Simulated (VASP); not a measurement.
# As (R-3m) in VASP: further runs

The runs below take As through single point, with PBE.

All numbers are computed with VASP 6.6.1; they aren't measurements. Logs are shortened: lines on timing, memory, paths and dates and some standing lists are left out, and cuts for length are marked.

## (1) The cell of the first run

Symmetry: R-3m, No. 166, trigonal system. The conventional cell has a = 3.807 Å, b = 3.807 Å, c = 10.824 Å, α = 90.00°, β = 90.00°, γ = 120.00°. Within 3.4 Å of As (site symmetry 3m) lie 6 As at 2.55 to 3.19 Å.

## (2) Single point, PBE

File INCAR:

```
SYSTEM = As
PREC = Accurate
ENCUT = 520
EDIFF = 1E-7
ISMEAR = 0
SIGMA = 1.0
LREAL = .False.
LASPH = .True.
NELM = 60
ALGO = Normal
ISIF = 2
LWAVE = .False.
LCHARG = .False.
GGA = PE
NBANDS = 12
```

File KPOINTS:

```
Automatic mesh
0
Gamma
  10 10 10
  0 0 0
```

File POSCAR:

```
As
1.0
    1.9036109523      1.0990502958      3.6081612956
   -1.9036109523      1.0990502958      3.6081612956
    0.0000000000     -2.1981005915      3.6081612956
As
2
Direct
    0.7737100447      0.7737100447      0.7737100447
    0.2262899553      0.2262899553      0.2262899553
```

Potentials or basis: VASP PAW PBE potentials, release 64 (As).

Launch:

```
$ cat potpaw_PBE.64/As/POTCAR > POTCAR
$ mpirun -np 1 vasp_std > vasp.out
```

OUTCAR:

```text
SYSTEM = As
   PREC = Accurate
   ENCUT = 520
   EDIFF = 1E-7
   ISMEAR = 0
   LREAL = .False.
   LASPH = .True.
   NELM = 60
   ISIF = 2
   GGA = PE

 ion  position               nearest neighbor table
   1  0.774  0.774  0.774-   2 2.55   2 2.55   2 2.55
   2  0.226  0.226  0.226-   1 2.55   1 2.55   1 2.55

  LATTYP: Found a trigonal (rhomboedric) cell.
 ALAT       =     4.2249821474
 COS(alpha) =     0.5939900948

  Lattice vectors:

 A1 = (   1.9036109523,   1.0990502958,   3.6081612956)
 A2 = (  -1.9036109523,   1.0990502958,   3.6081612956)
 A3 = (   0.0000000000,  -2.1981005915,   3.6081612956)

Analysis of symmetry for initial positions (statically):
=====================================================================
 Subroutine PRICEL returns:
 Original cell was already a primitive cell.

 Routine SETGRP: Setting up the symmetry group for a
 trigonal (rhombohedral) supercell.

 Subroutine GETGRP returns: Found 12 space group operations
 (whereof 12 operations were pure point group operations)
 out of a pool of 12 trial point group operations.

The static configuration has the point symmetry D_3d.

Analysis of symmetry for dynamics (positions and initial velocities):
=====================================================================
 Subroutine PRICEL returns:
 Original cell was already a primitive cell.

 Routine SETGRP: Setting up the symmetry group for a
 trigonal (rhombohedral) supercell.

 Subroutine GETGRP returns: Found 12 space group operations
 (whereof 12 operations were pure point group operations)
 out of a pool of 12 trial point group operations.

The dynamic configuration has the point symmetry D_3d.

 Subroutine INISYM returns: Found 12 space group operations
 (whereof 12 operations are pure point group operations),
 and found     1 'primitive' translations

----------------------------------------------------------------------------------------

                                     Primitive cell

  volume of cell :      45.2932

  direct lattice vectors                    reciprocal lattice vectors
     1.903610952  1.099050296  3.608161296     0.262658712  0.151646078  0.092383158
    -1.903610952  1.099050296  3.608161296    -0.262658712  0.151646078  0.092383158
     0.000000000 -2.198100591  3.608161296     0.000000000 -0.303292156  0.092383158

  length of vectors
     4.224982147  4.224982147  4.224982147     0.317050121  0.317050121  0.317050121

  position of ions in fractional coordinates (direct lattice)
     0.773710045  0.773710045  0.773710045
     0.226289955  0.226289955  0.226289955

  ion indices of the primitive-cell ions
   primitive index   ion index
                 1           1
                 2           2

----------------------------------------------------------------------------------------

 KPOINTS: Automatic mesh

Automatic generation of k-mesh.
 Grid dimensions read from file:
 generate k-points for:   10   10   10

 Generating k-lattice:

  Cartesian coordinates                     Fractional coordinates (reciprocal lattice)
     0.026265871  0.015164608  0.009238316     0.100000000  0.000000000  0.000000000
    -0.026265871  0.015164608  0.009238316     0.000000000  0.100000000  0.000000000
     0.000000000 -0.030329216  0.009238316    -0.000000000 -0.000000000  0.100000000

  Length of vectors
     0.031705012  0.031705012  0.031705012

  Shift w.r.t. Gamma in fractional coordinates (k-lattice)
     0.000000000  0.000000000  0.000000000

 Subroutine IBZKPT returns following result:
 ===========================================

 Found    116 irreducible k-points:

 Following reciprocal coordinates:
            Coordinates               Weight
  0.000000  0.000000  0.000000      1.000000
  0.100000  0.000000  0.000000      6.000000
  0.200000  0.000000  0.000000      6.000000
  0.300000 -0.000000 -0.000000      6.000000
  0.400000  0.000000  0.000000      6.000000
  0.500000  0.000000  0.000000      3.000000
[... 16 lines left out ...]
  0.300000  0.300000 -0.000000      6.000000
  0.400000  0.300000 -0.000000     12.000000
 [... further k-points ...]
   k-points           NKPTS =    116   k-points in BZ     NKDIM =    116   number of bands    NBANDS=     12
   number of dos      NEDOS =    301   number of ions     NIONS =      2
   total plane-waves  NPLWV =  32768
   dimension x,y,z NGX =    32 NGY =   32 NGZ =   32
   dimension x,y,z NGXF=    64 NGYF=   64 NGZF=   64
   ions per type =               2
   NGX,Y,Z   is equivalent  to a cutoff of  12.59, 12.59, 12.59 a.u.
   NGXF,Y,Z  is equivalent  to a cutoff of  25.18, 25.18, 25.18 a.u.
 SYSTEM =  As
   PREC   = accura    normal or accurate (medium, high low for compatibility)
   ISTART =      0    job   : 0-new  1-cont  2-samecut
   ICHARG =      2    charge: 1-file 2-atom 10-const
   ISPIN  =      1    spin polarized calculation?
   LNONCOLLINEAR =      F non collinear calculations
   LSORBIT =      F    spin-orbit coupling
   LASPH  =      T    aspherical Exc in radial PAW
   ENCUT  =  520.0 eV  38.22 Ry    6.18 a.u.   7.86  7.86  7.86*2*pi/ulx,y,z
   NELM   =     60;   NELMIN=  2; NELMDL= -5     # of ELM steps
   EDIFF  = 0.1E-06   stopping-criterion for ELM
   LREAL  =      F    real-space projection
   EDIFFG = 0.1E-05   stopping-criterion for IOM
   NSW    =      0    number of steps for IOM
   IBRION =     -1    ionic relax: 0-MD 1-quasi-New 2-CG
   NFREE  =      0    steps in history (QN), initial steepest desc. (CG)
   ISIF   =      2    stress and relaxation
   ISYM   =      2    0-nonsym 1-usesym 2-fastsym
   POTIM  = 0.5000    time-step for ionic-motion
   TEBEG  =    0.0;   TEEND  =   0.0 temperature during run
   PSTRESS=    0.0 pullay stress
   NELECT =      10.0000    total number of electrons
   NUPDOWN=      -1.0000    fix difference up-down
   EMIN   =  10.00;   EMAX   =-10.00  energy-range for DOS
   EFERMI =   0.00;   METHOD = LEGACY
   ISMEAR =     0;   SIGMA  =   1.00  broadening in eV -4-tet -1-fermi 0-gaus
   EFERMI_NEDOS =   21; number of points for ismear=-14 and -15
   IALGO  =     38    algorithm
   IMIX   =      4    mixing-type and parameters
     AMIX     =   0.40;   BMIX     =  1.00
     AMIX_MAG =   1.60;   BMIX_MAG =  1.00
  volume/ion in A,a.u.               =      22.65       152.83
  Fermi-wavevector in a.u.,A,eV,Ry     =   0.989458  1.869804 13.320461  0.979026
  Thomas-Fermi vector in A             =   2.121058
   LORBIT       =      0    0 simple, 1 ext, 2 COOP (PROOUT), +10 PAW based schemes
   GGA     = PE    functional components
   LHFCALC =     F    Hartree Fock is set to
   AEXX    =    0.0000 exact exchange contribution
   IVDW    =     0    specifies the selected vdW correction
   LEPSILON=     F    determine dielectric tensor
   LRPA    =     F    only Hartree local field effects (RPA)
 non-spin polarized calculation
 Gauss-broadening in eV      SIGMA  =   1.00
  energy-cutoff  :      520.00
  volume of cell :       45.29
 maximum number of plane-waves:      1235
   NGX = 15   NGY = 15   NGZ = 15

 number of electron      10.0000000 magnetization

 number of electron       9.9999999 magnetization

 Free energy of the ion-electron system (eV)
  ---------------------------------------------------
  ext. energy  EPLUGINS =         0.00000000
  ---------------------------------------------------
  free energy    TOTEN  =        -9.44612717 eV

  energy without entropy =       -9.17237539  energy(sigma->0) =       -9.30925128

 E-fermi :   4.8868     XC(G=0):  -9.7504

 val. band max:        4.8605155338   @ k =   0.5000   0.4000   0.4000
 cond. band min:       4.9508345601   @ k =   0.4000   0.1000   0.1000
 fundamental gap:      0.0903190263
 Fermi energy:         4.8868436635

 k-point     1 :       0.0000    0.0000    0.0000
  band No.  band energies     occupation
      1      -9.7161      2.00000
      2      -1.1826      2.00000
      3       2.4698      1.99937
      4       3.0464      1.99075
      5       3.0464      1.99075
      6       6.5390      0.01947
      7       7.7330      0.00006
      8       7.7330      0.00006
      9      11.8735      0.00000
     10      11.8735      0.00000
     11      12.2297      0.00000
     12      13.6509      0.00000

 k-point     2 :       0.1000    0.0000    0.0000
  band No.  band energies     occupation
      1      -9.5881      2.00000
      2      -1.5668      2.00000
      3       2.5185      1.99919
      4       2.9238      1.99450
      5       2.9453      1.99396
      6       6.7764      0.00753
      7       7.4681      0.00026
      8       7.6451      0.00010
      9      11.0626      0.00000
     10      11.6545      0.00000
     11      11.7633      0.00000
     12      14.3459      0.00000

 k-point     3 :       0.2000    0.0000    0.0000
  band No.  band energies     occupation
      1      -9.2074      2.00000
      2      -2.5561      2.00000
      3       2.3014      1.99974
      4       2.7093      1.99793
      5       3.1722      1.98468
      6       6.4199      0.03015
      7       7.1745      0.00122
      8       7.3146      0.00060
      9      10.7700      0.00000
     10      11.3668      0.00000
     11      12.1923      0.00000
     12      15.9290      0.00000
[... 286 lines left out ...]
 k-point    23 :       0.3000    0.3000   -0.0000
  band No.  band energies     occupation
      1      -8.4091      2.00000
      2      -3.4788      2.00000
      3       0.4342      2.00000
      4       1.5989      2.00000
      5       2.2637      1.99979
      6       6.9012      0.00439
      7       8.1903      0.00000
      8       9.2471      0.00000
      9      10.8713      0.00000
     10      14.0312      0.00000
     11      14.0459      0.00000
     12      15.7090      0.00000

 k-point    24 :       0.4000    0.3000   -0.0000
  band No.  band energies     occupation
      1      -7.9121      2.00000
      2      -4.0735      2.00000
      3       0.0005      2.00000
      4       1.2064      2.00000
      5       1.8947      1.99998
      6       7.2246      0.00095
      7       9.0275      0.00000
      8       9.2206      0.00000
      9      10.5240      0.00000
     10      15.1920      0.00000
     11      15.3677      0.00000
     12      16.1437      0.00000

 [... further k-points ...]

------------------------ aborting loop because EDIFF is reached ----------------------------------------

  FORCE on cell =-STRESS in cart. coord.  units (eV):
  Direction    XX          YY          ZZ          XY          YZ          ZX
  --------------------------------------------------------------------------------------
  -------------------------------------------------------------------------------------
  Total        0.0775622      0.0775622      0.1799473     -0.0000000      0.0000000      0.0000000
  in kB        2.7436451      2.7436451      6.3653609     -0.0000000      0.0000000      0.0000000
  external PRESSURE =       3.9508837 kB  Pullay stress =       0.0000000 kB

 VOLUME and BASIS-vectors are now :
 -----------------------------------------------------------------------------
  energy-cutoff  :      520.00
  volume of cell :       45.29
      direct lattice vectors                 reciprocal lattice vectors
     1.903610952  1.099050296  3.608161296     0.262658712  0.151646078  0.092383158
    -1.903610952  1.099050296  3.608161296    -0.262658712  0.151646078  0.092383158
     0.000000000 -2.198100591  3.608161296     0.000000000 -0.303292156  0.092383158

 POSITION                                       TOTAL-FORCE (eV/Angst)
 -----------------------------------------------------------------------------------
      0.00000      0.00000      8.37501         0.000000     -0.000000     -0.136500
      0.00000      0.00000      2.44947         0.000000      0.000000      0.136500
 -----------------------------------------------------------------------------------
    total drift:                                0.000000     -0.000000      0.000000

  FREE ENERGIE OF THE ION-ELECTRON SYSTEM (eV)
  ---------------------------------------------------
  free  energy   TOTEN  =        -9.4461271723 eV

  energy  without entropy=       -9.1723753942  energy(sigma->0) =       -9.30925128
```

It took 22 s on 1 thread of Intel Xeon Platinum 8488C (Sapphire Rapids), shared host; peak memory 0.2 GiB.

Results:

- Free energy: -9.4461 eV
- Pressure: 0.4 GPa
- Largest force: 0.137 eV/Å
- Band gap on the k mesh: zero (band 5 reaches 5.03 eV, above the bottom of band 6 at 4.63 eV)

Forces in eV/Å, atoms in the order of the input:
```
As   0.000  0.000 -0.137
As   0.000  0.000  0.137
```

Stress tensor (GPa, compression positive):
```
0.27 0.00 0.00
0.00 0.27 0.00
0.00 0.00 0.64
```

Levels at points of the mesh, in eV from the Fermi level:
```tsv
k point	band 3	band 4	band 5	band 6	band 7	band 8
(0.00, 0.00, 0.00)	-2.42	-1.84	-1.84	1.65	2.85	2.85
(0.50, 0.00, 0.00)	-2.73	-2.66	-0.43	-0.25	0.42	1.48
(0.50, 0.50, 0.00)	-5.66	-3.96	-3.82	1.65	5.16	6.66
(0.50, 0.50, 0.50)	-1.59	-1.59	-0.59	0.92	0.92	1.74
```

## (3) Single point, PBE

File INCAR:

```
SYSTEM = As
ALGO = Normal ; EDIFF = 1E-6
ENCUT = 520 ; GGA = PE
ISIF = 2 ; ISMEAR = 1
LASPH = .TRUE. ; LCHARG = .TRUE.
LELF = .TRUE. ; LREAL = .FALSE.
LVHAR = .TRUE. ; LWAVE = .FALSE.
NBANDS = 12 ; NELM = 60
PREC = Accurate ; SIGMA = 0.01
```

File KPOINTS:

```
k-points
0
G
  10 10 10
  0 0 0
```

POSCAR is that of step 2.

Potentials or basis: VASP PAW PBE potentials, release 64 (As).

Launch:

```
$ cat potpaw_PBE.64/As/POTCAR > POTCAR
$ mpirun -np 1 vasp_std > vasp.out
```

It took 21 s on 1 thread of Intel Xeon Platinum 8488C (Sapphire Rapids), shared host; peak memory 0.2 GiB.

The run converged. Its results:

```yaml
Free_energy: -9.3460 eV
Pressure: 0.3 GPa
Largest_force: 0.046 eV/Å
Band_gap_on_the_k_mesh: zero (band 5 reaches 5.04 eV, above the bottom of band 6 at 4.64 eV)
```

Forces on the atoms (eV/Å):
```
As   0.000  0.000 -0.046
As   0.000  0.000  0.046
```

Stress tensor (GPa, compression positive):
```
0.36 0.00 0.00
0.00 0.36 0.00
0.00 0.00 0.07
```

Levels at points of the mesh, in eV from the Fermi level:
```
           k point  band 1  band 2  band 3  band 4  band 5  band 6  band 7  band 8  band 9  band 10
(0.00, 0.00, 0.00)  -14.73   -6.19   -2.54   -1.97   -1.97    1.52    2.72    2.72    6.86     6.86
(0.50, 0.00, 0.00)  -12.15  -10.94   -2.86   -2.80   -0.54   -0.38    0.30    1.36    8.71     8.71
(0.50, 0.50, 0.00)  -12.15   -9.72   -5.78   -4.08   -3.95    1.51    5.03    6.54    6.68    10.34
(0.50, 0.50, 0.50)  -13.59   -9.86   -1.72   -1.72   -0.72    0.79    0.79    1.63    7.80    10.13
```
